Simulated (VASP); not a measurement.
# Ga8BiAs7 (P1) in VASP: a series of runs, part 2 of 2

VASP 6.6.1. Earlier steps stand in the parts before.

## (3) Single point, PBEsol

Input file INCAR:

```
  PREC = Accurate
  ENCUT = 500
  EDIFF = 1E-6
  ISMEAR = -1
  SIGMA = 0.05
  LREAL = Auto
  LASPH = T
  NELM = 120
  ALGO = Normal
  ISIF = 2
  LWAVE = F
  LCHARG = F
  GGA = PS
  ISYM = -1
  NBANDS = 91
  GGA_COMPAT = F
```

Input file KPOINTS:

```
explicit points
1
Reciprocal
  0.25000000   0.25000000   0.25000000 1
```

Input file POSCAR:

```
Ga8BiAs7
1.0
    0.0000000000      5.7413290000      5.7413290000
    5.7413290000      0.0000000000      5.7413290000
    5.7413290000      5.7413290000      0.0000000000
Ga As Bi
8 7 1
Direct
    0.9983090000      0.0013840000      0.0052640000
    0.4999000000      0.4993930000      0.4968740000
    0.0031580000      0.9973990000      0.4969910000
    0.5038500000      0.4987350000      0.9968320000
    0.9995390000      0.4989890000      0.0002290000
    0.4994430000      0.0003350000      0.4983230000
    0.5010850000      0.9970500000      0.9997910000
    0.9992160000      0.5049650000      0.4979170000
    0.1272050000      0.1266300000      0.1223700000
    0.1281970000      0.1229270000      0.6258510000
    0.6226590000      0.6214040000      0.1309080000
    0.1263260000      0.6260240000      0.1252710000
    0.6222700000      0.1304590000      0.6267720000
    0.6238310000      0.1232950000      0.1238110000
    0.1254350000      0.6214990000      0.6224360000
    0.6202280000      0.6296820000      0.6258740000
```

Potentials or basis: VASP PAW PBE potentials, release 64 (Ga_d, As, Bi_d).

On the command line:

```sh
$ cat potpaw_PBE.64/Ga_d/POTCAR potpaw_PBE.64/As/POTCAR potpaw_PBE.64/Bi_d/POTCAR > POTCAR
$ mpirun -np 1 vasp_std > vasp.out
```

It took 2.2 min on 1 thread of Intel Xeon 8259CL, shared host; peak memory 0.48 GiB.

The run converged. Its results:

| Item | Value |
| --- | --- |
| Free energy | -61.7525 eV |
| Pressure | 4.3 GPa |
| Largest force | 2.352 eV/Å |

Forces on the atoms (eV/Å):
```
Ga  -0.225 -0.040  0.139
Ga  -0.529 -0.653 -0.931
Ga   0.421  0.113  0.079
Ga   1.465  1.312 -1.251
Ga   0.218  0.067  0.238
Ga   1.525 -1.020  1.471
Ga   0.107  0.056  0.105
Ga  -1.130  1.115  0.740
As  -0.077  0.019 -0.189
As   0.147 -0.372 -0.154
As  -0.419 -0.337  0.139
As  -0.162 -0.122 -0.097
As  -0.661 -0.001 -0.209
As  -0.023 -0.031  0.014
As   0.107 -0.056 -0.019
Bi  -0.764 -0.051 -0.076
```

Stress tensor (GPa, compression positive):
```
 4.27 -3.38 -3.49
-3.38  4.37 -3.94
-3.49 -3.94  4.37
```

Levels at points of the mesh, in eV from the Fermi level:
| k point | band 74 | band 75 | band 76 | band 77 | band 78 | band 79 | band 80 | band 81 |
| --- | --- | --- | --- | --- | --- | --- | --- | --- |
| (0.25, 0.25, 0.25) | -1.32 | -1.26 | -0.50 | -0.44 | 0.43 | 0.93 | 1.10 | 1.12 |

Caveat: the cell stands under pressure; the PAW data sets were made with another functional, which shifts forces and pressure a little; spin-orbit coupling is left out, which moves the levels of the heavy elements.

## (4) Single point, PBEsol

Input file INCAR:

```
SYSTEM = Ga8BiAs7
ALGO     = Normal         ! electronic algorithm
EDIFF    = 1E-6           ! SCF threshold, eV
ENCUT    = 500            ! plane-wave cutoff, eV
GGA      = PS             ! functional
GGA_COMPAT= .FALSE.      
ISIF     = 2              ! what is computed and relaxed
ISMEAR   = -1             ! smearing method
ISYM     = -1           
LASPH    = .TRUE.         ! aspherical terms in the spheres
LCHARG   = .FALSE.        ! write CHGCAR
LREAL    = Auto         
LWAVE    = .FALSE.        ! write WAVECAR
NBANDS   = 91             ! bands
NELECT   = 153.0        
NELM     = 120            ! most SCF steps
PREC     = Accurate       ! precision mode
SIGMA    = 0.05           ! smearing width, eV
```

KPOINTS is that of step 3.

POSCAR is that of step 3.

On the command line:

```sh
$ cat potpaw_PBE.64/Ga_d/POTCAR potpaw_PBE.64/As/POTCAR potpaw_PBE.64/Bi_d/POTCAR > POTCAR
$ mpirun -np 1 vasp_std > vasp.out
```

Wall time 2.3 min (1 thread of Intel Xeon 8259CL, shared host); peak memory 0.48 GiB.

It converged, with:

```
Free energy   : -65.7120 eV
Largest force : 2.538 eV/Å
```

Forces on the atoms (eV/Å):
```
Ga  -0.100  0.073  0.281
Ga  -0.567 -0.611 -0.816
Ga   0.403  0.153  0.195
Ga   1.552  1.494 -1.088
Ga   0.226  0.140  0.299
Ga   1.604 -0.921  1.738
Ga   0.121  0.123  0.169
Ga  -1.063  1.259  1.001
As  -0.096 -0.055 -0.280
As   0.062 -0.452 -0.365
As  -0.443 -0.429  0.041
As  -0.223 -0.260 -0.249
As  -0.675 -0.084 -0.344
As  -0.101 -0.120 -0.131
As   0.093 -0.138 -0.158
Bi  -0.792 -0.173 -0.293
```

Levels at points of the mesh, in eV from the Fermi level:
```
           k point  band 74  band 75  band 76  band 77  band 78  band 79  band 80  band 81
(0.25, 0.25, 0.25)    -0.86    -0.82    -0.07    -0.04     0.91     1.38     1.60     1.63
```

Caveat: the cell carries a net charge on a neutralising background, which shifts energy and pressure; the cell is charged against a uniform background, so pressure and absolute levels hang on convention; the PAW data sets were made with another functional, which shifts forces and pressure a little; spin-orbit coupling is left out, which moves the levels of the heavy elements; an odd number of electrons without spin polarisation forces a metal; a magnetic or distorted state may lie lower.

## (5) Single point, LDA

Input file INCAR:

```
PREC = Accurate
ENCUT = 500
EDIFF = 1E-6
ISMEAR = -1
SIGMA = 0.05
LREAL = Auto
LASPH = True
NELM = 120
ALGO = Normal
ISIF = 2
LWAVE = False
LCHARG = False
NELECT = 152.0
ISYM = -1
NBANDS = 91
GGA_COMPAT = False
```

KPOINTS is that of step 4.

POSCAR is that of step 4.

Potentials or basis: VASP PAW LDA potentials, release 64 (Ga_d, As, Bi_d).

On the command line:

```sh
$ cat potpaw_LDA.64/Ga_d/POTCAR potpaw_LDA.64/As/POTCAR potpaw_LDA.64/Bi_d/POTCAR > POTCAR
$ mpirun -np 1 vasp_std > vasp.out
```

OUTCAR:

```text
PREC = Accurate
   ENCUT = 500
   EDIFF = 1E-6
   ISMEAR = -1
   LREAL = Auto
   LASPH = True
   NELM = 120
   ISIF = 2
   NELECT = 152.0
   ISYM = -1

 ion  position               nearest neighbor table
   1  0.998  0.001  0.005-   9 2.46  14 2.48  12 2.49  10 2.52
   2  0.500  0.499  0.497-  11 2.43  13 2.45  15 2.48  16 2.52
   3  0.003  0.997  0.497-   9 2.48  15 2.49  10 2.52  13 2.53
[... 249 lines left out ...]
  -------------------------------------------------------------------------------------
  Total      -13.3619533    -12.5453664    -12.0076082     -5.8880729     -7.6606657     -6.3687730
  in kB      -56.5604990    -53.1039265    -50.8276222    -24.9239266    -32.4272258    -26.9587065
  external PRESSURE =     -53.4973492 kB  Pullay stress =       0.0000000 kB

 VOLUME and BASIS-vectors are now :
 -----------------------------------------------------------------------------
  energy-cutoff  :      500.00
  volume of cell :      378.50
      direct lattice vectors                 reciprocal lattice vectors
     0.000000000  5.741329000  5.741329000    -0.087087850  0.087087850  0.087087850
     5.741329000  0.000000000  5.741329000     0.087087850 -0.087087850  0.087087850
     5.741329000  5.741329000  0.000000000     0.087087850  0.087087850 -0.087087850

 POSITION                                       TOTAL-FORCE (eV/Angst)
 -----------------------------------------------------------------------------------
      0.03817      5.76184      5.73957         0.038376      0.176260      0.371615
      5.71990      5.72281      5.73727        -0.523750     -0.521151     -0.695520
      8.57978      2.87152      5.74453         0.444316      0.235406      0.294653
      8.58654      8.61591      5.75617         1.657377      1.621795     -0.957666
      2.86617      5.74000      8.60354         0.279144      0.237959      0.362178
      2.86296      5.72850      2.86939         1.706576     -0.809541      1.864246
[... 8 lines left out ...]
      7.14184      4.29377      4.28839         0.012385     -0.248317     -0.275196
      7.20856      7.15428      7.17614        -0.869123     -0.283751     -0.427731
 -----------------------------------------------------------------------------------
    total drift:                               -0.011969     -0.004202      0.002003

  FREE ENERGIE OF THE ION-ELECTRON SYSTEM (eV)
  ---------------------------------------------------
  free  energy   TOTEN  =       -73.7521706989 eV

  energy  without entropy=      -73.6156815362  energy(sigma->0) =      -73.68392612
```

stdout:

```text
POSCAR found type information on POSCAR GaAsBi
 POSCAR found :  3 types and      16 ions
 scaLAPACK will be used
 LDA part: xc-table for (Slater(with rela. corr.)+CA(PZ))
 , standard interpolation
 POSCAR, INCAR and KPOINTS ok, starting setup
 FFT: planning ... GRIDC
 FFT: planning ... GRID_SOFT
 FFT: planning ... GRID
 WAVECAR not read
 entering main loop
 the old and the new charge density differ
 old charge density:   154.00000 new  152.00000
    0.827E+00
```

It took 1.7 min on 1 thread of Intel Xeon 8259CL, shared host; peak memory 0.38 GiB.

What came out:

- Free energy: -73.7522 eV
- Largest force: 2.654 eV/Å

Forces on the atoms (eV/Å):
```
Ga   0.038  0.176  0.372
Ga  -0.524 -0.521 -0.696
Ga   0.444  0.235  0.295
Ga   1.657  1.622 -0.958
Ga   0.279  0.238  0.362
Ga   1.707 -0.810  1.864
Ga   0.190  0.213  0.243
Ga  -0.928  1.377  1.162
As  -0.166 -0.156 -0.363
As  -0.068 -0.525 -0.486
As  -0.506 -0.531 -0.063
As  -0.320 -0.381 -0.347
As  -0.724 -0.195 -0.454
As  -0.225 -0.210 -0.229
As   0.012 -0.248 -0.275
Bi  -0.869 -0.284 -0.428
```

Caveat: the cell carries a net charge on a neutralising background, which shifts energy and pressure; the cell is charged against a uniform background, so pressure and absolute levels hang on convention; spin-orbit coupling is left out, which moves the levels of the heavy elements; forces of over 1 eV/Å act on the atoms, so gaps and moduli don't describe the material at rest.

## (6) Single point, PBEsol, collinear spin

Input file INCAR:

```
PREC = Accurate ; ENCUT = 500
EDIFF = 1E-6 ; ISMEAR = -1
SIGMA = 0.05 ; LREAL = Auto
LASPH = T ; NELM = 200
ALGO = Normal ; ISIF = 2
LWAVE = F ; LCHARG = F
ISPIN = 2 ; MAGMOM = 0.125 0.125 0.125 0.125 0.125 0.125 0.125 0.125 0.125 0.125 0.125 0.125 0.125 0.125 0.125 0.125
LORBIT = 11 ; GGA = PS
ISYM = -1 ; NBANDS = 95
GGA_COMPAT = F
```

KPOINTS is that of step 5.

POSCAR is that of step 5.

Potentials or basis: VASP PAW PBE potentials, release 64 (Ga_d, As, Bi_d).

On the command line:

```sh
$ cat potpaw_PBE.64/Ga_d/POTCAR potpaw_PBE.64/As/POTCAR potpaw_PBE.64/Bi_d/POTCAR > POTCAR
$ mpirun -np 1 vasp_std > vasp.out
```

Wall time 4.5 min (1 thread of Intel Xeon 8259CL, shared host); peak memory 0.66 GiB.

It converged, with:

```
Free energy                                           : -61.7525 eV
Pressure                                              : 4.4 GPa
Largest force                                         : 2.352 eV/Å
Net moment                                            : 0.00 μB per cell
Valence electrons inside the program's atomic spheres : Ga 11.62, 11.72, 11.61, 11.71, 11.63, 11.70 (each value once); As 2.85, 2.83, 2.84 (each value once); Bi 13.27
```

Forces in eV/Å, atoms in the order of the input:
```
Ga  -0.225 -0.040  0.139
Ga  -0.529 -0.652 -0.931
Ga   0.421  0.113  0.079
Ga   1.465  1.312 -1.251
Ga   0.218  0.067  0.238
Ga   1.525 -1.020  1.471
Ga   0.107  0.056  0.105
Ga  -1.130  1.115  0.740
As  -0.077  0.019 -0.189
As   0.147 -0.372 -0.154
As  -0.419 -0.337  0.139
As  -0.162 -0.122 -0.097
As  -0.661 -0.002 -0.209
As  -0.023 -0.031  0.014
As   0.107 -0.056 -0.019
Bi  -0.764 -0.051 -0.076
```

Stress tensor (GPa, compression positive):
```
 4.29 -3.38 -3.49
-3.38  4.39 -3.94
-3.49 -3.94  4.38
```

Levels at points of the mesh, in eV from the Fermi level:
Spin up:
```csv
k point,band 73,band 74,band 75,band 76,band 77,band 78,band 79,band 80,band 81,band 82
"(0.25, 0.25, 0.25)",-1.69,-1.32,-1.26,-0.50,-0.44,0.43,0.93,1.10,1.12,1.27
```
Spin down:
| k point | band 75 | band 76 | band 77 | band 78 | band 79 | band 80 |
| --- | --- | --- | --- | --- | --- | --- |
| (0.25, 0.25, 0.25) | -1.26 | -0.50 | -0.44 | 0.43 | 0.93 | 1.10 |

Caveat: the cell stands under pressure; the PAW data sets were made with another functional, which shifts forces and pressure a little; spin-orbit coupling is left out, which moves the levels of the heavy elements.
